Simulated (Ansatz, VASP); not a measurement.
## One calculation of KI, two programs

The input INCAR:

```
PREC = Accurate ; ENCUT = 520
EDIFF = 1E-6 ; ISMEAR = 0
SIGMA = 0.05 ; LREAL = F
LASPH = T ; NELM = 60
ALGO = Normal ; ISIF = 2
LWAVE = F ; LCHARG = F
GGA = PE ; NBANDS = 15
```

File KPOINTS:

```
regular mesh
0
Gamma
  6 6 6
```

The input POSCAR:

```
KI
1.0
    0.0000000000      3.5873258652      3.5873258652
    3.5873258652      0.0000000000      3.5873258652
    3.5873258652      3.5873258652      0.0000000000
K I
1 1
Direct
   -0.0533545062     -0.0533545062      0.0533545062
    0.5164381167      0.5164381167      0.4835618833
```

Input for Ansatz:

```yaml
crystal:
  lattice:
    - [0.0, 3.5873258652, 3.5873258652]
    - [3.5873258652, 0.0, 3.5873258652]
    - [3.5873258652, 3.5873258652, 0.0]
  atoms:
    - { symbol: K, position: [-0.0533545062, -0.0533545062, 0.0533545062] }
    - { symbol: I, position: [0.5164381167, 0.5164381167, 0.4835618833] }
basis:
  ecutwfc: 420
kpoints:
  mp_grid: { grid: [6, 6, 6] }
hamiltonian:
  xc: pbe
scf:
  occupations: { method: gaussian, width: 0.05 }
output:
  forces: true
  stress: true
  eigenvalues: true
```

Change from the starting cell: mode 6 frozen in at -0.383 Å, equal normal strain along x and y +0.0000.

Alike in both runs: task single point; functional PBE; k mesh 6 × 6 × 6; occupations gaussian, width 0.05 eV; no spin polarisation.

|  | VASP | Ansatz |
| --- | --- | --- |
| version | VASP 6.6.1 | Ansatz 0.2.0 |
| potentials or method | VASP PAW PBE potentials, release 64 (K_sv, I), cutoff 520 eV | scalar-relativistic, plane waves, PAW |
| valence electrons in the cell | 16 | 26 |

VASP gave:

* gap on the k mesh at the Fermi level (eV): 3.91
* least direct gap on the mesh (eV): 3.91
* pressure (GPa): 1.1
* traceless stress, the component that is largest in VASP (GPa): 2.34
* rms of the force components (eV/Å): 0.451

Task: What did Ansatz give for the same quantities?

Result: gap on the k mesh at the Fermi level (eV): 3.92; least direct gap on the mesh (eV): 3.92; pressure (GPa): 1.0; traceless stress, the component that is largest in VASP (GPa): 2.31; rms of the force components (eV/Å): 0.446.

Atom by atom the forces differ by 0.005 eV/Å (rms over components). VASP's potentials hold 16 valence electrons a cell and Ansatz's 26, so a difference there can come from the potentials and not from the codes.

Neither program's run includes spin-orbit coupling.
